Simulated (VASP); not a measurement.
# Bi2Se3 (R-3m) in VASP: further runs, part 2 of 2

VASP 6.6.1.

## Step 3: Relaxation of shape and atoms at fixed volume, LDA (28.07 Å³/atom)

This run uses another cell than the first one, of 28.07 Å³/atom.

Contents of INCAR:

```
PREC     = Accurate       # precision mode
ENCUT    = 600            # plane-wave cutoff, eV
EDIFF    = 1E-7           # SCF threshold, eV
ISMEAR   = 0              # smearing method
SIGMA    = 0.05           # smearing width, eV
LREAL    = False          # projectors in reciprocal space
LASPH    = True           # aspherical terms in the spheres
NELM     = 80             # most SCF steps
ALGO     = Normal         # electronic algorithm
ISIF     = 4              # what is computed and relaxed
LWAVE    = False          # write WAVECAR
LCHARG   = False          # write CHGCAR
GGA      = CA             # functional
IBRION   = 2              # ionic algorithm
NSW      = 60             # ionic steps
EDIFFG   = -0.01          # ionic threshold
```

Contents of KPOINTS:

```
regular mesh
0
Gamma
  6 6 6
```

Contents of POSCAR:

```
Bi2Se3
1.0
    2.0645271136      1.1919552847      9.5057416545
   -2.0645271136      1.1919552847      9.5057416545
    0.0000000000     -2.3839105695      9.5057416545
Bi Se
2 3
Direct
    0.3998572242      0.3998572242      0.3998572242
    0.6001427758      0.6001427758      0.6001427758
    0.0000000000      0.0000000000      0.0000000000
    0.2124849241      0.2124849241      0.2124849241
    0.7875150759      0.7875150759      0.7875150759
```

Potentials or basis: VASP PAW LDA potentials, release 64 (Bi_d, Se).

On the command line:

```console
$ cat potpaw_LDA.64/Bi_d/POTCAR potpaw_LDA.64/Se/POTCAR > POTCAR
$ mpirun -np 1 vasp_std > vasp.out
```

OUTCAR:

```text
PREC = Accurate
   ENCUT = 600
   EDIFF = 1E-7
   ISMEAR = 0
   LREAL = False
   LASPH = True
   NELM = 80
   ISIF = 4
   GGA = CA
   IBRION = 2
   NSW = 60
   EDIFFG = -0.01

 ion  position               nearest neighbor table
   1  0.400  0.400  0.400-   5 2.84   5 2.84   5 2.84   3 3.05   3 3.05   3 3.05
   2  0.600  0.600  0.600-   4 2.84   4 2.84   4 2.84   3 3.05   3 3.05   3 3.05
   3  0.000  0.000  0.000-   2 3.05   1 3.05   2 3.05   2 3.05   1 3.05   1 3.05
   4  0.212  0.212  0.212-   2 2.84   2 2.84   2 2.84
   5  0.788  0.788  0.788-   1 2.84   1 2.84   1 2.84

  LATTYP: Found a trigonal (rhomboedric) cell.
 ALAT       =     9.8001098976
 COS(alpha) =     0.9112416366

  Lattice vectors:

 A1 = (   2.0645271136,   1.1919552847,   9.5057416545)
 A2 = (  -2.0645271136,   1.1919552847,   9.5057416545)
 A3 = (   0.0000000000,  -2.3839105695,   9.5057416545)

Analysis of symmetry for initial positions (statically):
=====================================================================
 Subroutine PRICEL returns:
 Original cell was already a primitive cell.

 Routine SETGRP: Setting up the symmetry group for a
 trigonal (rhombohedral) supercell.

 Subroutine GETGRP returns: Found 12 space group operations
 (whereof 12 operations were pure point group operations)
 out of a pool of 12 trial point group operations.

The static configuration has the point symmetry D_3d.

Analysis of symmetry for dynamics (positions and initial velocities):
=====================================================================
 Subroutine PRICEL returns:
 Original cell was already a primitive cell.

 Routine SETGRP: Setting up the symmetry group for a
 trigonal (rhombohedral) supercell.

 Subroutine GETGRP returns: Found 12 space group operations
 (whereof 12 operations were pure point group operations)
 out of a pool of 12 trial point group operations.

The dynamic configuration has the point symmetry D_3d.

 Subroutine INISYM returns: Found 12 space group operations
 (whereof 12 operations are pure point group operations),
 and found     1 'primitive' translations

----------------------------------------------------------------------------------------

                                     Primitive cell

  volume of cell :     140.3517

  direct lattice vectors                    reciprocal lattice vectors
     2.064527114  1.191955285  9.505741654     0.242186211  0.139826274  0.035066526
    -2.064527114  1.191955285  9.505741654    -0.242186211  0.139826274  0.035066526
     0.000000000 -2.383910569  9.505741654     0.000000000 -0.279652549  0.035066526

  length of vectors
     9.800109898  9.800109898  9.800109898     0.281842526  0.281842526  0.281842526

  position of ions in fractional coordinates (direct lattice)
     0.399857224  0.399857224  0.399857224
     0.600142776  0.600142776  0.600142776
     0.000000000  0.000000000  0.000000000
     0.212484924  0.212484924  0.212484924
     0.787515076  0.787515076  0.787515076

  ion indices of the primitive-cell ions
   primitive index   ion index
                 1           1
                 2           2
                 3           3
[... 36 lines left out ...]
  0.333333  0.166667  0.000000     12.000000
[... 16 lines left out ...]
  0.500000  0.500000  0.166667      6.000000
 -0.333333  0.500000  0.166667     12.000000
 [... further k-points ...]
   k-points           NKPTS =     32   k-points in BZ     NKDIM =     32   number of bands    NBANDS=     28
   number of dos      NEDOS =    301   number of ions     NIONS =      5
   total plane-waves  NPLWV = 512000
   dimension x,y,z NGX =    80 NGY =   80 NGZ =   80
   dimension x,y,z NGXF=   160 NGYF=  160 NGZF=  160
   ions per type =               2   3
   NGX,Y,Z   is equivalent  to a cutoff of  13.57, 13.57, 13.57 a.u.
   NGXF,Y,Z  is equivalent  to a cutoff of  27.14, 27.14, 27.14 a.u.
 SYSTEM =  unknown system
   PREC   = accura    normal or accurate (medium, high low for compatibility)
   ISTART =      0    job   : 0-new  1-cont  2-samecut
   ICHARG =      2    charge: 1-file 2-atom 10-const
   ISPIN  =      1    spin polarized calculation?
   LNONCOLLINEAR =      F non collinear calculations
   LSORBIT =      F    spin-orbit coupling
   LASPH  =      T    aspherical Exc in radial PAW
   ENCUT  =  600.0 eV  44.10 Ry    6.64 a.u.  19.57 19.57 19.57*2*pi/ulx,y,z
   NELM   =     80;   NELMIN=  2; NELMDL= -5     # of ELM steps
   EDIFF  = 0.1E-06   stopping-criterion for ELM
   LREAL  =      F    real-space projection
   EDIFFG = -.1E-01   stopping-criterion for IOM
   NSW    =     60    number of steps for IOM
   IBRION =      2    ionic relax: 0-MD 1-quasi-New 2-CG
   NFREE  =      1    steps in history (QN), initial steepest desc. (CG)
   ISIF   =      4    stress and relaxation
   ISYM   =      2    0-nonsym 1-usesym 2-fastsym
   POTIM  = 0.5000    time-step for ionic-motion
   TEBEG  =    0.0;   TEEND  =   0.0 temperature during run
   PSTRESS=    0.0 pullay stress
   NELECT =      48.0000    total number of electrons
   NUPDOWN=      -1.0000    fix difference up-down
   EMIN   =  10.00;   EMAX   =-10.00  energy-range for DOS
   EFERMI =   0.00;   METHOD = LEGACY
   ISMEAR =     0;   SIGMA  =   0.05  broadening in eV -4-tet -1-fermi 0-gaus
   EFERMI_NEDOS =   21; number of points for ismear=-14 and -15
   IALGO  =     38    algorithm
   IMIX   =      4    mixing-type and parameters
     AMIX     =   0.40;   BMIX     =  1.00
     AMIX_MAG =   1.60;   BMIX_MAG =  1.00
  volume/ion in A,a.u.               =      28.07       189.43
  Fermi-wavevector in a.u.,A,eV,Ry     =   1.144852  2.163456 17.832964  1.310686
  Thomas-Fermi vector in A             =   2.281542
   LORBIT       =      0    0 simple, 1 ext, 2 COOP (PROOUT), +10 PAW based schemes
   GGA     = CA    functional components
   LHFCALC =     F    Hartree Fock is set to
   AEXX    =    0.0000 exact exchange contribution
   IVDW    =     0    specifies the selected vdW correction
   LEPSILON=     F    determine dielectric tensor
   LRPA    =     F    only Hartree local field effects (RPA)
 conjugate gradient relaxation of ions
 non-spin polarized calculation
 Gauss-broadening in eV      SIGMA  =   0.05
  energy-cutoff  :      600.00
  volume of cell :      140.35
 maximum number of plane-waves:      4723
 NGX is ok and might be reduce to    80
   NGX = 39   NGY = 39   NGZ = 39

--------------------------------------- Ionic step        1  -------------------------------------------

 number of electron      48.0000004 magnetization

 Free energy of the ion-electron system (eV)
  ---------------------------------------------------
  ext. energy  EPLUGINS =         0.00000000
  ---------------------------------------------------
  free energy    TOTEN  =       -23.41260686 eV

  energy without entropy =      -23.41247816  energy(sigma->0) =      -23.41254251

------------------------ aborting loop because EDIFF is reached ----------------------------------------

  FORCE on cell =-STRESS in cart. coord.  units (eV):
  Direction    XX          YY          ZZ          XY          YZ          ZX
  --------------------------------------------------------------------------------------
  -------------------------------------------------------------------------------------
  Total       -0.7172712     -0.7172712     -0.5646324      0.0000000      0.0000000      0.0000000
  in kB       -8.1879681     -8.1879681     -6.4455285      0.0000000      0.0000000      0.0000000
  external PRESSURE =      -7.6071549 kB  Pullay stress =       0.0000000 kB
[... 260 lines left out ...]
--------------------------------------- Ionic step        8  -------------------------------------------

 number of electron      48.0000003 magnetization

 Free energy of the ion-electron system (eV)
  ---------------------------------------------------
  ext. energy  EPLUGINS =         0.00000000
  ---------------------------------------------------
  free energy    TOTEN  =       -23.41523242 eV

  energy without entropy =      -23.41504827  energy(sigma->0) =      -23.41514034

 E-fermi :   5.0243     XC(G=0):  -9.8500

 val. band max:        4.9947170627   @ k =   0.0000   0.0000   0.0000
 cond. band min:       5.0538381522   @ k =   0.0000   0.0000   0.0000
 fundamental gap:      0.0591210895
 Fermi energy:         5.0242776071

 k-point     1 :       0.0000    0.0000    0.0000
  band No.  band energies     occupation
      1     -18.0844      2.00000
      2     -18.0844      2.00000
      3     -18.0821      2.00000
      4     -18.0821      2.00000
      5     -18.0688      2.00000
      6     -18.0660      2.00000
[... 733 lines left out ...]
     27       7.1373      0.00000
     28       8.5656      0.00000

 [... further k-points ...]

------------------------ aborting loop because EDIFF is reached ----------------------------------------

  FORCE on cell =-STRESS in cart. coord.  units (eV):
  Direction    XX          YY          ZZ          XY          YZ          ZX
  --------------------------------------------------------------------------------------
  -------------------------------------------------------------------------------------
  Total       -1.0521759     -1.0521759     -1.0499485      0.0000000      0.0000000      0.0000000
  in kB      -12.0110538    -12.0110538    -11.9856273      0.0000000      0.0000000      0.0000000
  external PRESSURE =     -12.0025783 kB  Pullay stress =       0.0000000 kB
[... 20 lines left out ...]
  FREE ENERGIE OF THE ION-ELECTRON SYSTEM (eV)
  ---------------------------------------------------
  free  energy   TOTEN  =       -23.4152324166 eV

  energy  without entropy=      -23.4150482664  energy(sigma->0) =      -23.41514034

 reached required accuracy - stopping structural energy minimisation
```

Wall time 29 min (1 thread of Intel Xeon 6975P-C (Granite Rapids), shared host); peak memory 0.76 GiB.

Results:

```yaml
Free_energy: -23.4152 eV
Energy_gained_by_relaxing: 0.5 meV/atom
Ionic_steps: 8
Pressure_after_relaxing: -1.2 GPa
Band_gap_on_the_k_mesh: 0.06 eV
```

Forces in eV/Å, atoms in the order of the input:
```
Bi   0.000  0.000 -0.002
Bi   0.000  0.000  0.002
Se   0.000  0.000  0.000
Se   0.000  0.000 -0.002
Se   0.000  0.000  0.002
```

The path:
```tsv
step	energy change (eV)	largest force (eV/Å)	pressure (GPa)	volume (Å³)
1	0.0000	0.1128	-0.76	140.35
2	-0.0011	0.0602	-0.87	140.35
3	-0.0014	0.0510	-0.95	140.35
4	-0.0017	0.0394	-0.98	140.35
5	-0.0022	0.0132	-1.05	140.35
6	-0.0022	0.0111	-1.08	140.35
7	-0.0025	0.0070	-1.14	140.35
8	-0.0026	0.0020	-1.20	140.35
```

Final structure:
```
Bi Se
1.0
     2.06637    1.19302    9.48883
    -2.06637    1.19302    9.48883
     0.00000   -2.38603    9.48883
Bi Se
2 3
Direct
  0.40029 0.40029 0.40029
  0.59971 0.59971 0.59971
  0.00000 0.00000 0.00000
  0.21146 0.21146 0.21146
  0.78854 0.78854 0.78854
```

Caveat: spin-orbit coupling is left out, which moves the levels of the heavy elements. A k mesh can miss the band edges.
